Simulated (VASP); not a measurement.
# C in VASP: a series of runs, part 2 of 2

VASP 6.6.1. Earlier steps stand in the parts before.

## 4. Relaxation of cell and atoms, PBEsol

This run uses another cell than the first one: it holds 4 atoms, not 12.

INCAR

```
PREC = Accurate
ENCUT = 600
EDIFF = 1E-6
ISMEAR = 0
SIGMA = 0.1
LREAL = False
LASPH = True
NELM = 80
ALGO = Normal
ISIF = 3
LWAVE = False
LCHARG = False
GGA = PS
IBRION = 2
NSW = 100
EDIFFG = -0.01
```

KPOINTS

```
regular mesh
0
Gamma
  21 21 6
```

POSCAR

```
C
1.0
    2.4588792268      0.0000000000      0.0000000000
   -1.2294396134      2.1294518752      0.0000000000
    0.0000000000      0.0000000000      7.3070295267
C
4
Direct
    0.0000000000      0.0000000000      0.2500000000
    0.0000000000      0.0000000000      0.7500000000
    0.3333333333      0.6666666667      0.2500000000
    0.6666666667      0.3333333333      0.7500000000
```

Potentials or basis: VASP PAW PBE potentials, release 64 (C).

The run is started by

```
cat potpaw_PBE.64/C/POTCAR > POTCAR
mpirun -np 1 vasp_std > vasp.out
```

OUTCAR:

```text
PREC = Accurate
   ENCUT = 600
   EDIFF = 1E-6
   ISMEAR = 0
   LREAL = False
   LASPH = True
   NELM = 80
   ISIF = 3
   GGA = PS
   IBRION = 2
   NSW = 100
   EDIFFG = -0.01

 ion  position               nearest neighbor table
   1  0.000  0.000  0.250-   3 1.42   3 1.42   3 1.42
   2  0.000  0.000  0.750-   4 1.42   4 1.42   4 1.42
   3  0.333  0.667  0.250-   1 1.42   1 1.42   1 1.42
   4  0.667  0.333  0.750-   2 1.42   2 1.42   2 1.42

  LATTYP: Found a hexagonal cell.
 ALAT       =     2.4588792268
 C/A-ratio  =     2.9716911051

  Lattice vectors:

 A1 = (   2.4588792268,   0.0000000000,   0.0000000000)
 A2 = (  -1.2294396134,   2.1294518752,   0.0000000000)
 A3 = (   0.0000000000,   0.0000000000,   7.3070295267)

Analysis of symmetry for initial positions (statically):
=====================================================================
 Subroutine PRICEL returns:
 Original cell was already a primitive cell.

 Routine SETGRP: Setting up the symmetry group for a
 hexagonal supercell.

 Subroutine GETGRP returns: Found 24 space group operations
 (whereof 12 operations were pure point group operations)
 out of a pool of 24 trial point group operations.

The static configuration has the point symmetry D_3d.
 The point group associated with its full space group is D_6h.

Analysis of symmetry for dynamics (positions and initial velocities):
=====================================================================
 Subroutine PRICEL returns:
 Original cell was already a primitive cell.

 Routine SETGRP: Setting up the symmetry group for a
 hexagonal supercell.

 Subroutine GETGRP returns: Found 24 space group operations
 (whereof 12 operations were pure point group operations)
 out of a pool of 24 trial point group operations.

The dynamic configuration has the point symmetry D_3d.
 The point group associated with its full space group is D_6h.

 Subroutine INISYM returns: Found 24 space group operations
 (whereof 12 operations are pure point group operations),
 and found     1 'primitive' translations

----------------------------------------------------------------------------------------
[... 150 lines left out ...]

  FORCE on cell =-STRESS in cart. coord.  units (eV):
  Direction    XX          YY          ZZ          XY          YZ          ZX
  --------------------------------------------------------------------------------------
  -------------------------------------------------------------------------------------
  Total        0.1198709      0.1198709     -0.0645328      0.0000000     -0.0000000      0.0000000
  in kB        5.0197062      5.0197062     -2.7023730      0.0000000     -0.0000000      0.0000000
  external PRESSURE =       2.4456798 kB  Pullay stress =       0.0000000 kB
[... 95 lines left out ...]
  FREE ENERGIE OF THE ION-ELECTRON SYSTEM (eV)
  ---------------------------------------------------
  free  energy   TOTEN  =       -38.5890143221 eV

  energy  without entropy=      -38.5884154816  energy(sigma->0) =      -38.58871490

 E-fermi :   3.9491     XC(G=0):  -9.9835

 val. band max:        3.9468447698   @ k =   0.3333   0.3333   0.5000
 cond. band min:       3.9527149253   @ k =   0.3333   0.3333   0.3333
 fundamental gap:      0.0058701555
 Fermi energy:         3.9490639397

 k-point     1 :       0.0000    0.0000    0.0000
  band No.  band energies     occupation
      1     -15.6491      2.00000
      2     -15.4892      2.00000
      3      -4.3562      2.00000
      4      -3.0497      2.00000
      5       0.9599      2.00000
      6       0.9599      2.00000
      7       0.9675      2.00000
      8       0.9675      2.00000
      9       7.4555      0.00000
     10      12.2809      0.00000
     11      12.2814      0.00000
     12      12.3062      0.00000
[... 333 lines left out ...]
      1     -14.1460      2.00000
      2     -14.0021      2.00000
      3      -3.1964      2.00000
      4      -3.1578      2.00000
      5      -2.5432      2.00000
      6      -1.5592      2.00000
      7      -1.5360      2.00000
      8      -1.3317      2.00000
      9       9.3551      0.00000
     10      11.1385      0.00000
     11      11.4428      0.00000
     12      12.8368      0.00000

 [... further k-points ...]

[... ionic steps 4 to 10 ...]

--------------------------------------- Ionic step       11  -------------------------------------------

 number of electron      15.9999999 magnetization

------------------------ aborting loop because EDIFF is reached ----------------------------------------
[... 71 lines left out ...]
--------------------------------------- Ionic step       13  -------------------------------------------

 number of electron      16.0000000 magnetization

 Free energy of the ion-electron system (eV)
  ---------------------------------------------------
  ext. energy  EPLUGINS =         0.00000000
  ---------------------------------------------------
  free energy    TOTEN  =       -38.59046031 eV

  energy without entropy =      -38.58986581  energy(sigma->0) =      -38.59016306

 E-fermi :   4.2385     XC(G=0): -10.2339

 val. band max:        4.2358059165   @ k =   0.3333   0.3333   0.5000
 cond. band min:       4.2440490074   @ k =   0.3333   0.3333   0.3333
 fundamental gap:      0.0082430909
 Fermi energy:         4.2384758788

 k-point     1 :       0.0000    0.0000    0.0000
  band No.  band energies     occupation
      1     -15.3885      2.00000
      2     -15.1748      2.00000
      3      -4.1944      2.00000
      4      -2.6118      2.00000
      5       1.2564      2.00000
      6       1.2564      2.00000
      7       1.2677      2.00000
      8       1.2677      2.00000
      9       7.9375      0.00000
     10      12.5820      0.00000
     11      12.5820      0.00000
     12      12.6169      0.00000
[... 376 lines left out ...]
  FREE ENERGIE OF THE ION-ELECTRON SYSTEM (eV)
  ---------------------------------------------------
  free  energy   TOTEN  =       -38.5904603053 eV

  energy  without entropy=      -38.5898658118  energy(sigma->0) =      -38.59016306

 reached required accuracy - stopping structural energy minimisation
```

OSZICAR:

```text
N       E                     dE             d eps       ncg     rms          rms(c)
DAV:   1     0.593949491548E+02    0.59395E+02   -0.88786E+03  4616   0.137E+03
DAV:   2    -0.363085877382E+02   -0.95704E+02   -0.87569E+02  6492   0.244E+02
DAV:   3    -0.409651045461E+02   -0.46565E+01   -0.46147E+01  5812   0.551E+01
DAV:   4    -0.410301739142E+02   -0.65069E-01   -0.64976E-01  5828   0.749E+00
[... 92 lines left out ...]
DAV:   3    -0.385904528638E+02    0.32057E-02   -0.10249E-02  5280   0.703E-01    0.580E-02
DAV:   4    -0.385904627817E+02   -0.99178E-05   -0.20369E-04  5260   0.114E-01    0.479E-02
DAV:   5    -0.385904572687E+02    0.55129E-05   -0.40252E-05  5308   0.578E-02    0.481E-03
DAV:   6    -0.385904598554E+02   -0.25866E-05   -0.33355E-06  5652   0.158E-02    0.787E-03
DAV:   7    -0.385904603053E+02   -0.44993E-06   -0.22209E-06  4252   0.115E-02
  13 F= -.38590460E+02 E0= -.38590163E+02  d E =-.596089E-03
```

CONTCAR:

```text
C
   1.00000000000000
     2.4596050982110231    0.0000000000000001    0.0000000000000000
    -1.2298025491055116    2.1300804982817874    0.0000000000000000
    -0.0000000000000000   -0.0000000000000000    7.0276771807641811
  C
     4
Direct
     0.0000000000000000    0.0000000000000000    0.2500000000000000
     0.0000000000000000    0.0000000000000000    0.7500000000000000
     0.3333333332999970    0.6666666667000030    0.2500000000000000
     0.6666666667000030    0.3333333332999970    0.7500000000000000

  0.00000000E+00  0.00000000E+00  0.00000000E+00
  0.00000000E+00  0.00000000E+00  0.00000000E+00
  0.00000000E+00  0.00000000E+00  0.00000000E+00
  0.00000000E+00  0.00000000E+00  0.00000000E+00
```

Wall time 6.2 min (1 thread of Intel Xeon Platinum 8488C (Sapphire Rapids), shared host); peak memory 0.22 GiB.

What came out:

```yaml
Free_energy: -38.5905 eV
Relaxed_volume: 9.20 Å³/atom
Relaxed_cell: a = 2.460 Å, b = 2.460 Å, c = 7.028 Å, α = 90.00°, β = 90.00°, γ = 120.00°
Space_group_after_relaxing_to_0.05_Å: P6_3/mmc (No. 194)
Energy_gained_by_relaxing: 0.4 meV/atom
Ionic_steps: 13
Pressure_after_relaxing: 0.1 GPa
Band_gap_on_the_k_mesh: zero (band 8 reaches 4.24 eV, above the bottom of band 9 at 4.23 eV)
```

The path:
```
step  energy change (eV)  largest force (eV/Å)  pressure (GPa)  volume (Å³)
   1              0.0000                0.0000            0.24        38.26
   2              0.0002                0.0000           -0.86        38.34
   3             -0.0001                0.0000           -0.17        38.29
   4             -0.0001                0.0000           -0.17        38.25
   5             -0.0003                0.0000           -0.33        38.15
   6             -0.0006                0.0000           -0.50        37.95
   7             -0.0009                0.0000           -0.96        37.55
   8             -0.0009                0.0000           -0.96        37.54
   9             -0.0010                0.0000           -0.92        37.52
  10             -0.0011                0.0000           -0.85        37.47
  11             -0.0012                0.0000           -0.73        37.38
  12             -0.0014                0.0000           -0.48        37.19
  13             -0.0015                0.0000            0.07        36.82
```

Final structure:
```
C
1.0
     2.45961    0.00000    0.00000
    -1.22980    2.13008    0.00000
     0.00000    0.00000    7.02768
C
4
Direct
  0.00000 0.00000 0.25000
  0.00000 0.00000 0.75000
  0.33333 0.66667 0.25000
  0.66667 0.33333 0.75000
```

Levels at points of the mesh, in eV from the Fermi level:
```tsv
k point	band 4	band 5	band 6	band 7	band 8	band 9	band 10	band 11	band 12
(0.00, 0.00, 0.00)	-6.85	-2.98	-2.98	-2.97	-2.97	3.70	8.34	8.34	8.38
(0.00, 0.00, 0.50)	-7.71	-2.98	-2.98	-2.98	-2.98	6.01	6.01	8.36	8.36
```

Caveat: the PAW data sets were made with another functional, which shifts forces and pressure a little; this functional lacks dispersion, which binds the layers, so the pressure and a relaxed spacing across them are unreliable.

## 5. Overview

| task | cell | k mesh | cutoff (eV) | gap on the mesh (eV) | pressure (GPa) |
| --- | --- | --- | --- | --- | --- |
| single point | a = 2.456, b = 2.456, c = 29.492 Å, angles 90.0, 90.0, 120.0°, 12 atoms | 9 × 9 × 1 | 520 | - | 1.2 |
| single point | a = 2.459, b = 2.459, c = 7.307 Å, angles 90.0, 90.0, 120.0°, 4 atoms | 21 × 21 × 6 | 520 | none | 0.6 |
| relaxation of cell and atoms | relaxed from a = 2.459, b = 2.459, c = 7.307 Å, angles 90.0, 90.0, 120.0°, 4 atoms | 21 × 21 × 6 | 600 | none | 0.1 |

Alike in all rows: level PBEsol; potentials or basis VASP PAW PBE potentials, release 64 (C); no spin polarisation; smearing gaussian 0.1 eV.

Caveats: the PAW data sets were made with another functional, which shifts forces and pressure a little; this functional lacks dispersion, which binds the layers, so the pressure and a relaxed spacing across them are unreliable (some runs).

Total energies depend on the potentials used, so only differences within one code and one set of settings carry meaning.
